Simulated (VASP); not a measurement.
# KI (P4/mmm) in VASP: further runs

Runs on KI. Level: PBE. Tasks: single point.

Program: VASP 6.6.1. These are calculated values, not measurements. Logs are shortened: lines on timing, memory, paths and dates and some standing lists are left out, and cuts for length are marked.

### 1 The cell of the first run

Symmetry: P4/mmm, No. 123, tetragonal system. Conventional cell: a = 4.291 Å, b = 4.291 Å, c = 4.356 Å, α = 90.00°, β = 90.00°, γ = 90.00°. Within 4.9 Å of K (site symmetry 4/mmm) lie 8 I at 3.74 Å and 6 K at 4.29 to 4.36 Å. Within 4.9 Å of I (site symmetry 4/mmm) lie 8 K at 3.74 Å and 6 I at 4.29 to 4.36 Å.

### 2 Single point, PBE (uniaxial x strain +1.5%)

INCAR reads:

```
PREC     = Accurate       # precision mode
ENCUT    = 520            # plane-wave cutoff, eV
EDIFF    = 1E-6           # SCF threshold, eV
ISMEAR   = 0              # smearing method
SIGMA    = 0.01           # smearing width, eV
LREAL    = F              # projectors in reciprocal space
LASPH    = T              # aspherical terms in the spheres
NELM     = 60             # most SCF steps
ALGO     = Normal         # electronic algorithm
ISIF     = 2              # what is computed and relaxed
LWAVE    = F              # write WAVECAR
LCHARG   = F              # write CHGCAR
GGA      = PE             # functional
NBANDS   = 15             # bands
```

KPOINTS reads:

```
regular mesh
0
Gamma
  4 4 4
```

POSCAR reads:

```
KI
1.0
    4.3563097475      0.0000000000      0.0000000000
    0.0000000000      4.2910852517      0.0000000000
    0.0000000000      0.0000000000      4.2910852517
K I
1 1
Direct
    0.0000000000      0.0000000000      0.0000000000
    0.5000000000      0.5000000000      0.5000000000
```

Potentials or basis: VASP PAW PBE potentials, release 64 (K_sv, I).

Started as:

```console
cat potpaw_PBE.64/K_sv/POTCAR potpaw_PBE.64/I/POTCAR > POTCAR
mpirun -np 1 vasp_std > vasp.out
```

OUTCAR:

```text
PREC = Accurate
   ENCUT = 520
   EDIFF = 1E-6
   ISMEAR = 0
   LREAL = F
   LASPH = T
   NELM = 60
   ISIF = 2
   GGA = PE

 ion  position               nearest neighbor table
   1  0.000  0.000  0.000-
   2  0.500  0.500  0.500-

  LATTYP: Found a simple tetragonal cell.
 ALAT       =     4.2910852517
 C/A-ratio  =     1.0152000000

  Lattice vectors:

 A1 = (   0.0000000000,   4.2910852517,   0.0000000000)
 A2 = (   0.0000000000,   0.0000000000,   4.2910852517)
 A3 = (   4.3563097475,   0.0000000000,   0.0000000000)

Analysis of symmetry for initial positions (statically):
=====================================================================
 Subroutine PRICEL returns:
 Original cell was already a primitive cell.

 Routine SETGRP: Setting up the symmetry group for a
 simple tetragonal supercell.

 Subroutine GETGRP returns: Found 16 space group operations
 (whereof 16 operations were pure point group operations)
 out of a pool of 16 trial point group operations.

The static configuration has the point symmetry D_4h.

Analysis of symmetry for dynamics (positions and initial velocities):
=====================================================================
 Subroutine PRICEL returns:
 Original cell was already a primitive cell.

 Routine SETGRP: Setting up the symmetry group for a
 simple tetragonal supercell.

 Subroutine GETGRP returns: Found 16 space group operations
 (whereof 16 operations were pure point group operations)
 out of a pool of 16 trial point group operations.

The dynamic configuration has the point symmetry D_4h.

 Subroutine INISYM returns: Found 16 space group operations
 (whereof 16 operations are pure point group operations),
 and found     1 'primitive' translations

----------------------------------------------------------------------------------------

                                     Primitive cell

  volume of cell :      80.2145

  direct lattice vectors                    reciprocal lattice vectors
     4.356309748  0.000000000  0.000000000     0.229552088  0.000000000  0.000000000
     0.000000000  4.291085252  0.000000000     0.000000000  0.233041280  0.000000000
     0.000000000  0.000000000  4.291085252     0.000000000  0.000000000  0.233041280

  length of vectors
     4.356309748  4.291085252  4.291085252     0.229552088  0.233041280  0.233041280

  position of ions in fractional coordinates (direct lattice)
     0.000000000  0.000000000  0.000000000
     0.500000000  0.500000000  0.500000000

  ion indices of the primitive-cell ions
   primitive index   ion index
                 1           1
                 2           2

----------------------------------------------------------------------------------------

 KPOINTS: regular mesh

Automatic generation of k-mesh.
 Grid dimensions read from file:
 generate k-points for:    4    4    4

 Generating k-lattice:

  Cartesian coordinates                     Fractional coordinates (reciprocal lattice)
     0.057388022  0.000000000  0.000000000     0.250000000  0.000000000  0.000000000
     0.000000000  0.058260320  0.000000000     0.000000000  0.250000000  0.000000000
     0.000000000  0.000000000  0.058260320     0.000000000  0.000000000  0.250000000

  Length of vectors
     0.057388022  0.058260320  0.058260320

  Shift w.r.t. Gamma in fractional coordinates (k-lattice)
     0.000000000  0.000000000  0.000000000

 Subroutine IBZKPT returns following result:
 ===========================================

 Found     18 irreducible k-points:

 Following reciprocal coordinates:
            Coordinates               Weight
  0.000000  0.000000  0.000000      1.000000
  0.250000  0.000000  0.000000      2.000000
  0.500000  0.000000  0.000000      1.000000
  0.000000  0.250000  0.000000      4.000000
  0.250000  0.250000  0.000000      8.000000
  0.500000  0.250000  0.000000      4.000000
[... 10 lines left out ...]
  0.250000  0.500000  0.500000      2.000000
  0.500000  0.500000  0.500000      1.000000
   k-points           NKPTS =     18   k-points in BZ     NKDIM =     18   number of bands    NBANDS=     15
   number of dos      NEDOS =    301   number of ions     NIONS =      2
   total plane-waves  NPLWV =  32768
   dimension x,y,z NGX =    32 NGY =   32 NGZ =   32
   dimension x,y,z NGXF=    64 NGYF=   64 NGZF=   64
   ions per type =               1   1
   NGX,Y,Z   is equivalent  to a cutoff of  12.21, 12.40, 12.40 a.u.
   NGXF,Y,Z  is equivalent  to a cutoff of  24.42, 24.79, 24.79 a.u.
 SYSTEM =  unknown system
   PREC   = accura    normal or accurate (medium, high low for compatibility)
   ISTART =      0    job   : 0-new  1-cont  2-samecut
   ICHARG =      2    charge: 1-file 2-atom 10-const
   ISPIN  =      1    spin polarized calculation?
   LNONCOLLINEAR =      F non collinear calculations
   LSORBIT =      F    spin-orbit coupling
   LASPH  =      T    aspherical Exc in radial PAW
   ENCUT  =  520.0 eV  38.22 Ry    6.18 a.u.   8.10  7.98  7.98*2*pi/ulx,y,z
   NELM   =     60;   NELMIN=  2; NELMDL= -5     # of ELM steps
   EDIFF  = 0.1E-05   stopping-criterion for ELM
   LREAL  =      F    real-space projection
   EDIFFG = 0.1E-04   stopping-criterion for IOM
   NSW    =      0    number of steps for IOM
   IBRION =     -1    ionic relax: 0-MD 1-quasi-New 2-CG
   NFREE  =      0    steps in history (QN), initial steepest desc. (CG)
   ISIF   =      2    stress and relaxation
   ISYM   =      2    0-nonsym 1-usesym 2-fastsym
   POTIM  = 0.5000    time-step for ionic-motion
   TEBEG  =    0.0;   TEEND  =   0.0 temperature during run
   PSTRESS=    0.0 pullay stress
   NELECT =      16.0000    total number of electrons
   NUPDOWN=      -1.0000    fix difference up-down
   EMIN   =  10.00;   EMAX   =-10.00  energy-range for DOS
   EFERMI =   0.00;   METHOD = LEGACY
   ISMEAR =     0;   SIGMA  =   0.01  broadening in eV -4-tet -1-fermi 0-gaus
   EFERMI_NEDOS =   21; number of points for ismear=-14 and -15
   IALGO  =     38    algorithm
   IMIX   =      4    mixing-type and parameters
     AMIX     =   0.40;   BMIX     =  1.00
     AMIX_MAG =   1.60;   BMIX_MAG =  1.00
  volume/ion in A,a.u.               =      40.11       270.66
  Fermi-wavevector in a.u.,A,eV,Ry     =   0.956527  1.807574 12.448563  0.914944
  Thomas-Fermi vector in A             =   2.085463
   LORBIT       =      0    0 simple, 1 ext, 2 COOP (PROOUT), +10 PAW based schemes
   GGA     = PE    functional components
   LHFCALC =     F    Hartree Fock is set to
   AEXX    =    0.0000 exact exchange contribution
   IVDW    =     0    specifies the selected vdW correction
   LEPSILON=     F    determine dielectric tensor
   LRPA    =     F    only Hartree local field effects (RPA)
 non-spin polarized calculation
 Gauss-broadening in eV      SIGMA  =   0.01
  energy-cutoff  :      520.00
  volume of cell :       80.21
 maximum number of plane-waves:      2208
   NGX = 17   NGY = 15   NGZ = 15

 number of electron      16.0000004 magnetization

 Free energy of the ion-electron system (eV)
  ---------------------------------------------------
  ext. energy  EPLUGINS =         0.00000000
  ---------------------------------------------------
  free energy    TOTEN  =        -5.41477738 eV

  energy without entropy =       -5.41477738  energy(sigma->0) =       -5.41477738

 E-fermi :   0.9271     XC(G=0):  -7.6459

 val. band max:        0.8181890575   @ k =   0.5000   0.5000   0.0000
 cond. band min:       4.0772294161   @ k =   0.0000   0.0000   0.0000
 fundamental gap:      3.2590403586
 Fermi energy:         0.9271164003

 k-point     1 :       0.0000    0.0000    0.0000
  band No.  band energies     occupation
      1     -28.6125      2.00000
      2     -12.0651      2.00000
      3     -12.0651      2.00000
      4     -12.0647      2.00000
      5     -10.3276      2.00000
      6       0.3718      2.00000
      7       0.4728      2.00000
      8       0.4728      2.00000
      9       4.0772      0.00000
     10       5.5525      0.00000
     11       5.6124      0.00000
     12       9.1213      0.00000
     13       9.1213      0.00000
     14       9.2172      0.00000
     15      11.1464      0.00000

 k-point     2 :       0.2500    0.0000    0.0000
  band No.  band energies     occupation
      1     -28.6105      2.00000
      2     -12.1400      2.00000
      3     -12.0602      2.00000
      4     -12.0602      2.00000
      5     -10.1908      2.00000
      6      -0.6959      2.00000
      7       0.5040      2.00000
      8       0.5040      2.00000
      9       5.1411      0.00000
     10       6.0387      0.00000
     11       6.7833      0.00000
     12       9.0346      0.00000
     13       9.0346      0.00000
     14       9.4334      0.00000
     15       9.5071      0.00000

 k-point     3 :       0.5000    0.0000    0.0000
  band No.  band energies     occupation
      1     -28.6086      2.00000
      2     -12.2090      2.00000
      3     -12.0553      2.00000
      4     -12.0553      2.00000
      5     -10.0544      2.00000
      6      -1.4402      2.00000
      7       0.5352      2.00000
      8       0.5352      2.00000
      9       6.2460      0.00000
     10       6.9626      0.00000
     11       7.7232      0.00000
     12       7.8598      0.00000
     13       9.4698      0.00000
     14       9.4903      0.00000
     15       9.5184      0.00000
[... 235 lines left out ...]
 k-point    17 :       0.2500    0.5000    0.5000
  band No.  band energies     occupation
      1     -28.6017      2.00000
      2     -12.1388      2.00000
      3     -12.1388      2.00000
      4     -12.0812      2.00000
      5      -9.9059      2.00000
      6      -0.8565      2.00000
      7      -0.8565      2.00000
      8      -0.1353      2.00000
      9       5.3973      0.00000
     10       6.8714      0.00000
     11       6.8714      0.00000
     12       8.0501      0.00000
     13       9.7499      0.00000
     14       9.7499      0.00000
     15      10.3459      0.00000

 k-point    18 :       0.5000    0.5000    0.5000
  band No.  band energies     occupation
      1     -28.5999      2.00000
      2     -12.1308      2.00000
      3     -12.1308      2.00000
      4     -12.1173      2.00000
      5      -9.8282      2.00000
      6      -0.8339      2.00000
      7      -0.8339      2.00000
      8      -0.7967      2.00000
      9       6.3952      0.00000
     10       6.4181      0.00000
     11       6.4181      0.00000
     12       9.5103      0.00000
     13       9.5955      0.00000
     14       9.5955      0.00000
     15       9.8397      0.00000

------------------------ aborting loop because EDIFF is reached ----------------------------------------

  FORCE on cell =-STRESS in cart. coord.  units (eV):
  Direction    XX          YY          ZZ          XY          YZ          ZX
  --------------------------------------------------------------------------------------
  -------------------------------------------------------------------------------------
  Total        0.0268895      0.2520947      0.2520947      0.0000000      0.0000000      0.0000000
  in kB        0.5370812      5.0352518      5.0352518      0.0000000      0.0000000      0.0000000
  external PRESSURE =       3.5358616 kB  Pullay stress =       0.0000000 kB

 VOLUME and BASIS-vectors are now :
 -----------------------------------------------------------------------------
  energy-cutoff  :      520.00
  volume of cell :       80.21
      direct lattice vectors                 reciprocal lattice vectors
     4.356309748  0.000000000  0.000000000     0.229552088  0.000000000  0.000000000
     0.000000000  4.291085252  0.000000000     0.000000000  0.233041280  0.000000000
     0.000000000  0.000000000  4.291085252     0.000000000  0.000000000  0.233041280

 POSITION                                       TOTAL-FORCE (eV/Angst)
 -----------------------------------------------------------------------------------
      0.00000      0.00000      0.00000         0.000000      0.000000      0.000000
      2.17815      2.14554      2.14554         0.000000      0.000000      0.000000
 -----------------------------------------------------------------------------------
    total drift:                                0.000000     -0.000000     -0.000000

  FREE ENERGIE OF THE ION-ELECTRON SYSTEM (eV)
  ---------------------------------------------------
  free  energy   TOTEN  =        -5.4147773837 eV

  energy  without entropy=       -5.4147773837  energy(sigma->0) =       -5.41477738
```

Wall time 5.8 s (1 thread of Intel Xeon 6975P-C (Granite Rapids), shared host); peak memory 0.18 GiB.

Results:

```
Free energy            : -5.4148 eV
Pressure               : 0.4 GPa
Band gap on the k mesh : 3.26 eV (least direct gap 3.60 eV)
```

Stress tensor (GPa, compression positive):
```
0.05 0.00 0.00
0.00 0.50 0.00
0.00 0.00 0.50
```

Caveat: the cell differs from its parent crystal (uniaxial x strain +1.5%); spin-orbit coupling is left out, which moves the levels of the heavy elements.

### 3 Single point, PBE (uniaxial y strain +5.7%)

INCAR reads:

```
  PREC = Accurate
  ENCUT = 520
  EDIFF = 1E-7
  ISMEAR = 0
  SIGMA = 0.01
  LREAL = False
  LASPH = True
  NELM = 80
  ALGO = Normal
  ISIF = 2
  LWAVE = False
  LCHARG = False
  GGA = PE
  NBANDS = 15
```

KPOINTS is that of step 2.

POSCAR reads:

```
KI
1.0
    4.2910852517      0.0000000000      0.0000000000
    0.0000000000      4.5339606770      0.0000000000
    0.0000000000      0.0000000000      4.2910852517
K I
1 1
Direct
    0.0000000000      0.0000000000      0.0000000000
    0.5000000000      0.5000000000      0.5000000000
```

Potentials or basis: VASP PAW PBE potentials, release 64 (K_sv, I).

Started as:

```console
cat potpaw_PBE.64/K_sv/POTCAR potpaw_PBE.64/I/POTCAR > POTCAR
mpirun -np 1 vasp_std > vasp.out
```

OUTCAR:

```text
PREC = Accurate
   ENCUT = 520
   EDIFF = 1E-7
   ISMEAR = 0
   LREAL = False
   LASPH = True
   NELM = 80
   ISIF = 2
   GGA = PE

 ion  position               nearest neighbor table
   1  0.000  0.000  0.000-
   2  0.500  0.500  0.500-

  LATTYP: Found a simple tetragonal cell.
 ALAT       =     4.2910852517
 C/A-ratio  =     1.0566000000

  Lattice vectors:

 A1 = (  -4.2910852517,   0.0000000000,   0.0000000000)
 A2 = (   0.0000000000,   0.0000000000,   4.2910852517)
 A3 = (   0.0000000000,   4.5339606770,   0.0000000000)

Analysis of symmetry for initial positions (statically):
=====================================================================
 Subroutine PRICEL returns:
 Original cell was already a primitive cell.

 Routine SETGRP: Setting up the symmetry group for a
 simple tetragonal supercell.

 Subroutine GETGRP returns: Found 16 space group operations
 (whereof 16 operations were pure point group operations)
 out of a pool of 16 trial point group operations.

The static configuration has the point symmetry D_4h.

[... 163 lines left out ...]
      1     -28.9150      2.00000
      2     -12.3672      2.00000
      3     -12.3672      2.00000
      4     -12.3623      2.00000
      5     -10.4737      2.00000
      6      -0.0054      2.00000
      7       0.3376      2.00000
      8       0.3376      2.00000
      9       3.7041      0.00000
     10       5.3329      0.00000
     11       5.5153      0.00000
     12       8.7487      0.00000
     13       8.7487      0.00000
     14       9.0683      0.00000
[... 293 lines left out ...]
      2     -12.4353      2.00000
      3     -12.4353      2.00000
      4     -12.3902      2.00000
      5     -10.0204      2.00000
      6      -0.9903      2.00000
      7      -0.9903      2.00000
      8      -0.8712      2.00000
      9       6.1031      0.00000
     10       6.1640      0.00000
     11       6.1640      0.00000
     12       8.9230      0.00000
     13       9.2354      0.00000
     14       9.2354      0.00000
     15       9.2906      0.00000

------------------------ aborting loop because EDIFF is reached ----------------------------------------

  FORCE on cell =-STRESS in cart. coord.  units (eV):
  Direction    XX          YY          ZZ          XY          YZ          ZX
  --------------------------------------------------------------------------------------
  -------------------------------------------------------------------------------------
  Total        0.1853687     -0.6037245      0.1853687      0.0000000      0.0000000      0.0000000
  in kB        3.5574186    -11.5861028      3.5574186      0.0000000      0.0000000      0.0000000
  external PRESSURE =      -1.4904219 kB  Pullay stress =       0.0000000 kB

 VOLUME and BASIS-vectors are now :
 -----------------------------------------------------------------------------
  energy-cutoff  :      520.00
  volume of cell :       83.49
      direct lattice vectors                 reciprocal lattice vectors
     4.291085252  0.000000000  0.000000000     0.233041280  0.000000000  0.000000000
     0.000000000  4.533960677  0.000000000     0.000000000  0.220557713  0.000000000
     0.000000000  0.000000000  4.291085252     0.000000000  0.000000000  0.233041280

 POSITION                                       TOTAL-FORCE (eV/Angst)
 -----------------------------------------------------------------------------------
      0.00000      0.00000      0.00000         0.000000      0.000000      0.000000
      2.14554      2.26698      2.14554         0.000000      0.000000      0.000000
 -----------------------------------------------------------------------------------
    total drift:                                0.000000     -0.000000     -0.000000

  FREE ENERGIE OF THE ION-ELECTRON SYSTEM (eV)
  ---------------------------------------------------
  free  energy   TOTEN  =        -5.4033109258 eV

  energy  without entropy=       -5.4033109258  energy(sigma->0) =       -5.40331093
```

It took 8.3 s on 1 thread of Intel Xeon 6975P-C (Granite Rapids), shared host; peak memory 0.18 GiB.

Results:

```
Free energy            : -5.4033 eV
Pressure               : -0.1 GPa
Band gap on the k mesh : 3.06 eV (least direct gap 3.37 eV)
```

Stress tensor (GPa, compression positive):
```
 0.36  0.00  0.00
 0.00 -1.16  0.00
 0.00  0.00  0.36
```

Levels at points of the mesh, in eV from the valence-band top:
| k point | band 4 | band 5 | band 6 | band 7 | band 8 | band 9 | band 10 | band 11 | band 12 | band 13 |
| --- | --- | --- | --- | --- | --- | --- | --- | --- | --- | --- |
| (0.00, 0.00, 0.00) | -13.01 | -11.12 | -0.65 | -0.31 | -0.31 | 3.06 | 4.69 | 4.87 | 8.10 | 8.10 |
| (0.50, 0.00, 0.00) | -13.00 | -10.86 | -2.21 | -0.56 | -0.20 | 5.19 | 6.05 | 6.80 | 7.01 | 8.07 |
| (0.00, 0.50, 0.00) | -13.01 | -10.91 | -2.19 | -0.27 | -0.27 | 5.29 | 6.05 | 6.50 | 7.02 | 8.59 |
| (0.50, 0.50, 0.00) | -13.00 | -10.84 | -1.75 | -1.61 | 0.00 | 3.80 | 5.69 | 6.79 | 6.89 | 8.57 |
| (0.50, 0.00, 0.50) | -12.99 | -10.78 | -1.66 | -1.66 | -0.26 | 3.95 | 5.33 | 6.41 | 6.41 | 8.57 |
| (0.50, 0.50, 0.50) | -13.04 | -10.67 | -1.64 | -1.64 | -1.52 | 5.46 | 5.52 | 5.52 | 8.28 | 8.59 |

Caveat: the cell differs from its parent crystal (uniaxial y strain +5.7%); spin-orbit coupling is left out, which moves the levels of the heavy elements.
